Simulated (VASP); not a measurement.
# ZrIn2Se3 (P-4m2) in VASP: single point with PBE

Aim: the single point of ZrIn2Se3 with PBE.

All numbers are computed with VASP 6.6.1; they aren't measurements. Logs are shortened: lines on timing, memory, paths and dates and some standing lists are left out, and cuts for length are marked.

**1. The cell of the first run**

Symmetry: P-4m2, No. 115, tetragonal system. The conventional cell has a = 3.917 Å, b = 3.917 Å, c = 9.210 Å, α = 90.00°, β = 90.00°, γ = 90.00°. Zr (site symmetry -4m2) has 4 Se at 2.77 Å and 4 In at 3.40 Å within 3.7 Å. Within 3.7 Å of In (site symmetry 2mm) lie 7 Se at 2.83 to 3.40 Å and 2 Zr at 3.40 Å. Se (site symmetry 2mm) has 5 In at 2.83 to 3.07 Å and 10 Se at 3.72 to 3.92 Å and 2 Zr at 3.90 Å within 4.0 Å. Se (site symmetry -4m2) has 4 Zr at 2.77 Å and 4 In at 3.40 Å within 3.7 Å.

**2. Single point, PBE**

File POSCAR:

```
ZrIn2Se3
1.0
    3.9170984678      0.0000000000      0.0000000000
    0.0000000000      3.9170984678      0.0000000000
    0.0000000000      0.0000000000      9.2099206002
Zr In Se
1 2 3
Direct
    0.5000000000      0.5000000000      0.0000000000
    0.5000000000      0.0000000000      0.6988574045
    0.0000000000      0.5000000000      0.3011425955
    0.5000000000      0.0000000000      0.3655687064
    0.0000000000      0.5000000000      0.6344312936
    0.0000000000      0.0000000000      0.0000000000
```

File INCAR.step1:

```
PREC = Accurate ; ENCUT = 520
EDIFF = 1E-6 ; ISMEAR = 0
SIGMA = 0.1 ; LREAL = F
LASPH = T ; NELM = 80
ALGO = Fast ; ISIF = 2
LWAVE = F ; LCHARG = T
LMAXMIX = 4 ; GGA = PE
NBANDS = 37
```

File KPOINTS.step1:

```
Automatic mesh
0
Gamma
  10 10 4
```

File INCAR.step2:

```
PREC = Accurate ; ENCUT = 520
EDIFF = 1E-6 ; ISMEAR = -5
SIGMA = 0.1 ; LREAL = F
LASPH = T ; NELM = 80
ALGO = Fast ; ISIF = 2
LWAVE = F ; LCHARG = F
LMAXMIX = 4 ; GGA = PE
LORBIT = 10 ; NEDOS = 1001
ICHARG = 11
```

File KPOINTS.step2:

```
Automatic mesh
0
Gamma
  15 15 6
```

Potentials or basis: VASP PAW PBE potentials, release 64 (Zr_sv, In_d, Se).

Run with:

```sh
$ cat potpaw_PBE.64/Zr_sv/POTCAR potpaw_PBE.64/In_d/POTCAR potpaw_PBE.64/Se/POTCAR > POTCAR
$ cp INCAR.step1 INCAR
$ cp KPOINTS.step1 KPOINTS
$ mpirun -np 1 vasp_std > vasp.out
$ cp INCAR.step2 INCAR
$ cp KPOINTS.step2 KPOINTS
$ mpirun -np 1 vasp_std > vasp.out
```

OUTCAR:

```text
PREC = Accurate
   ENCUT = 520
   EDIFF = 1E-6
   ISMEAR = -5
   LREAL = F
   LASPH = T
   NELM = 80
   ISIF = 2
   GGA = PE
   LORBIT = 10
   ICHARG = 11

 ion  position               nearest neighbor table
   1  0.500  0.500  0.000-   6 2.77   6 2.77   6 2.77   6 2.77   3 3.40   3 3.40   2 3.40   2 3.40

   2  0.500  0.000  0.699-   5 2.83   5 2.83   5 2.83   5 2.83   4 3.07   1 3.40   6 3.40   6 3.40
                             1 3.40
   3  0.000  0.500  0.301-   4 2.83   4 2.83   4 2.83   4 2.83   5 3.07   6 3.40   1 3.40   6 3.40
                             1 3.40
   4  0.500  0.000  0.366-   3 2.83   3 2.83   3 2.83   3 2.83   2 3.07
   5  0.000  0.500  0.634-   2 2.83   2 2.83   2 2.83   2 2.83   3 3.07
   6  0.000  0.000  0.000-   1 2.77   1 2.77   1 2.77   1 2.77   3 3.40   3 3.40   2 3.40   2 3.40

  LATTYP: Found a simple tetragonal cell.
 ALAT       =     3.9170984678
 C/A-ratio  =     2.3512098753

  Lattice vectors:

 A1 = (   3.9170984678,   0.0000000000,   0.0000000000)
 A2 = (   0.0000000000,   3.9170984678,   0.0000000000)
 A3 = (   0.0000000000,   0.0000000000,   9.2099206002)

Analysis of symmetry for initial positions (statically):
=====================================================================
 Subroutine PRICEL returns:
 Original cell was already a primitive cell.

 Routine SETGRP: Setting up the symmetry group for a
 simple tetragonal supercell.

 Subroutine GETGRP returns: Found  8 space group operations
 (whereof  8 operations were pure point group operations)
 out of a pool of 16 trial point group operations.

The static configuration has the point symmetry D_2d.

Analysis of symmetry for dynamics (positions and initial velocities):
=====================================================================
 Subroutine PRICEL returns:
 Original cell was already a primitive cell.

 Routine SETGRP: Setting up the symmetry group for a
 simple tetragonal supercell.

 Subroutine GETGRP returns: Found  8 space group operations
 (whereof  8 operations were pure point group operations)
 out of a pool of 16 trial point group operations.

The dynamic configuration has the point symmetry D_2d.

 Subroutine INISYM returns: Found  8 space group operations
 (whereof  8 operations are pure point group operations),
 and found     1 'primitive' translations

----------------------------------------------------------------------------------------

                                     Primitive cell

  volume of cell :     141.3139

  direct lattice vectors                    reciprocal lattice vectors
     3.917098468  0.000000000  0.000000000     0.255291004  0.000000000  0.000000000
     0.000000000  3.917098468  0.000000000     0.000000000  0.255291004  0.000000000
     0.000000000  0.000000000  9.209920600     0.000000000  0.000000000  0.108578569

  length of vectors
     3.917098468  3.917098468  9.209920600     0.255291004  0.255291004  0.108578569

  position of ions in fractional coordinates (direct lattice)
     0.500000000  0.500000000  0.000000000
     0.500000000  0.000000000  0.698857405
     0.000000000  0.500000000  0.301142595
     0.500000000  0.000000000  0.365568706
     0.000000000  0.500000000  0.634431294
     0.000000000  0.000000000  0.000000000

  ion indices of the primitive-cell ions
   primitive index   ion index
                 1           1
                 2           2
                 3           3
                 4           4
                 5           5
                 6           6

----------------------------------------------------------------------------------------

 KPOINTS: Automatic mesh

Automatic generation of k-mesh.
 Grid dimensions read from file:
 generate k-points for:   15   15    6

 Generating k-lattice:

  Cartesian coordinates                     Fractional coordinates (reciprocal lattice)
     0.017019400  0.000000000  0.000000000     0.066666667  0.000000000  0.000000000
     0.000000000  0.017019400  0.000000000     0.000000000  0.066666667  0.000000000
     0.000000000  0.000000000  0.018096428     0.000000000  0.000000000  0.166666667

  Length of vectors
     0.017019400  0.017019400  0.018096428

  Shift w.r.t. Gamma in fractional coordinates (k-lattice)
     0.000000000  0.000000000  0.000000000

 TETIRR: Found   2019 inequivalent tetrahedra from     8100

 Subroutine IBZKPT returns following result:
 ===========================================

 Found    144 irreducible k-points:

 Following reciprocal coordinates:
            Coordinates               Weight
  0.000000  0.000000  0.000000      1.000000
  0.066667  0.000000  0.000000      4.000000
  0.133333  0.000000  0.000000      4.000000
  0.200000  0.000000  0.000000      4.000000
  0.266667  0.000000  0.000000      4.000000
  0.333333  0.000000  0.000000      4.000000
[... 16 lines left out ...]
  0.266667  0.200000  0.000000      8.000000
  0.333333  0.200000  0.000000      8.000000
 [... further k-points ...]
   k-points           NKPTS =    144   k-points in BZ     NKDIM =    144   number of bands    NBANDS=     33
   number of dos      NEDOS =   1001   number of ions     NIONS =      6
   total plane-waves  NPLWV =  63000
   dimension x,y,z NGX =    30 NGY =   30 NGZ =   70
   dimension x,y,z NGXF=    60 NGYF=   60 NGZF=  140
   ions per type =               1   2   3
   NGX,Y,Z   is equivalent  to a cutoff of  12.73, 12.73, 12.64 a.u.
   NGXF,Y,Z  is equivalent  to a cutoff of  25.46, 25.46, 25.27 a.u.
 SYSTEM =  unknown system
   PREC   = accura    normal or accurate (medium, high low for compatibility)
   ISTART =      0    job   : 0-new  1-cont  2-samecut
   ICHARG =     11    charge: 1-file 2-atom 10-const
   ISPIN  =      1    spin polarized calculation?
   LNONCOLLINEAR =      F non collinear calculations
   LSORBIT =      F    spin-orbit coupling
   LASPH  =      T    aspherical Exc in radial PAW
   ENCUT  =  520.0 eV  38.22 Ry    6.18 a.u.   7.28  7.28 17.12*2*pi/ulx,y,z
   NELM   =     80;   NELMIN=  2; NELMDL=  0     # of ELM steps
   EDIFF  = 0.1E-05   stopping-criterion for ELM
   LREAL  =      F    real-space projection
   EDIFFG = 0.1E-04   stopping-criterion for IOM
   NSW    =      0    number of steps for IOM
[... 5 lines left out ...]
   TEBEG  =    0.0;   TEEND  =   0.0 temperature during run
   PSTRESS=    0.0 pullay stress
   NELECT =      56.0000    total number of electrons
   NUPDOWN=      -1.0000    fix difference up-down
   EMIN   =  10.00;   EMAX   =-10.00  energy-range for DOS
   EFERMI =   0.00;   METHOD = LEGACY
   ISMEAR =    -5;   SIGMA  =   0.10  broadening in eV -4-tet -1-fermi 0-gaus
   EFERMI_NEDOS =   21; number of points for ismear=-14 and -15
   IALGO  =     68    algorithm
   IMIX   =      4    mixing-type and parameters
     AMIX     =   0.40;   BMIX     =  1.00
     AMIX_MAG =   1.60;   BMIX_MAG =  1.00
  volume/ion in A,a.u.               =      23.55       158.94
  Fermi-wavevector in a.u.,A,eV,Ry     =   1.202475  2.272347 19.673276  1.445945
  Thomas-Fermi vector in A             =   2.338255
   LORBIT       =     10    0 simple, 1 ext, 2 COOP (PROOUT), +10 PAW based schemes
   GGA     = PE    functional components
   LHFCALC =     F    Hartree Fock is set to
   AEXX    =    0.0000 exact exchange contribution
   IVDW    =     0    specifies the selected vdW correction
   LEPSILON=     F    determine dielectric tensor
   LRPA    =     F    only Hartree local field effects (RPA)
 non-spin polarized calculation
 RMM-DIIS sequential band-by-band and
 Fermi weights with tetrahedron method with Bloechl corrections
  energy-cutoff  :      520.00
  volume of cell :      141.31
 maximum number of plane-waves:      3828
 NGX is ok and might be reduce to    30

 number of electron      56.0000011 magnetization

 Free energy of the ion-electron system (eV)
  ---------------------------------------------------
  ext. energy  EPLUGINS =         0.00000000
  ---------------------------------------------------
  free energy    TOTEN  =       -26.64249829 eV

  energy without entropy =      -26.64249829  energy(sigma->0) =      -26.64249829

 E-fermi :   6.8772     XC(G=0): -10.2473

 val. band max:        6.8810935687   @ k =   0.4000   0.1333   0.5000
 cond. band min:       6.8339426777   @ k =   0.4000   0.4000   0.1667
 fundamental gap:     -0.0471508910
 Fermi energy:         6.8771802544

 k-point     1 :       0.0000    0.0000    0.0000
  band No.  band energies     occupation
      1     -43.4844      2.00000
      2     -21.4792      2.00000
      3     -21.4733      2.00000
      4     -21.4733      2.00000
      5      -8.1317      2.00000
      6      -8.0263      2.00000
[... 25 lines left out ...]
     32       7.3615      0.00000
     33       7.8614      0.00000

 k-point     2 :       0.0667    0.0000    0.0000
  band No.  band energies     occupation
      1     -43.4842      2.00000
      2     -21.4789      2.00000
      3     -21.4775      2.00000
      4     -21.4727      2.00000
      5      -8.1238      2.00000
      6      -8.0176      2.00000
[... 25 lines left out ...]
     32       7.3667      0.00000
     33       7.9116      0.00000
[... 754 lines left out ...]
     32       8.1029      0.00000
     33       8.3340      0.00000

 k-point    24 :       0.3333    0.2000    0.0000
  band No.  band energies     occupation
      1     -43.4802      2.00000
      2     -21.5378      2.00000
      3     -21.4931      2.00000
      4     -21.4715      2.00000
      5      -8.0820      2.00000
      6      -8.0523      2.00000
[... 25 lines left out ...]
     32       8.2650      0.00000
     33       8.7838      0.00000

 [... further k-points ...]

------------------------ aborting loop because EDIFF is reached ----------------------------------------

  FORCE on cell =-STRESS in cart. coord.  units (eV):
  Direction    XX          YY          ZZ          XY          YZ          ZX
  --------------------------------------------------------------------------------------
  -------------------------------------------------------------------------------------
  Total        0.3400271      0.3400271      0.0103085      0.0000000      0.0000000      0.0000000
  in kB        3.8551319      3.8551319      0.1168750      0.0000000      0.0000000      0.0000000
  external PRESSURE =       2.6090463 kB  Pullay stress =       0.0000000 kB

 VOLUME and BASIS-vectors are now :
 -----------------------------------------------------------------------------
  energy-cutoff  :      520.00
  volume of cell :      141.31
      direct lattice vectors                 reciprocal lattice vectors
     3.917098468  0.000000000  0.000000000     0.255291004  0.000000000  0.000000000
     0.000000000  3.917098468  0.000000000     0.000000000  0.255291004  0.000000000
     0.000000000  0.000000000  9.209920600     0.000000000  0.000000000  0.108578569

 POSITION                                       TOTAL-FORCE (eV/Angst)
 -----------------------------------------------------------------------------------
      1.95855      1.95855      0.00000        -0.000000     -0.000000      0.000000
      1.95855      0.00000      6.43642         0.000000      0.000000      0.013143
      0.00000      1.95855      2.77350        -0.000000      0.000000     -0.013143
      1.95855      0.00000      3.36686        -0.000000      0.000000      0.004867
      0.00000      1.95855      5.84306        -0.000000      0.000000     -0.004867
      0.00000      0.00000      0.00000        -0.000000      0.000000      0.000000
 -----------------------------------------------------------------------------------
    total drift:                                0.000000      0.000000     -0.000000

  FREE ENERGIE OF THE ION-ELECTRON SYSTEM (eV)
  ---------------------------------------------------
  free  energy   TOTEN  =       -26.6424982915 eV

  energy  without entropy=      -26.6424982915  energy(sigma->0) =      -26.64249829

 total charge

# of ion       s       p       d       tot
------------------------------------------
    1        2.125   5.941   1.559   9.625
    2        0.914   0.515   9.887  11.316
    3        0.914   0.515   9.887  11.316
    4        1.482   2.299   0.029   3.810
    5        1.482   2.299   0.029   3.810
    6        1.446   2.402   0.046   3.894
--------------------------------------------------
tot          8.363  13.971  21.436  43.771
```

It took 46 min on 1 thread of Oxide Virtual Turin-like, shared host; peak memory 0.67 GiB.

What came out:

```yaml
Valence_electrons_inside_the_program's_atomic_spheres: Zr 9.62; In 11.32; Se 3.81, 3.89 (each value once)
```

Caveat: spin-orbit coupling is left out, which moves the levels of the heavy elements.
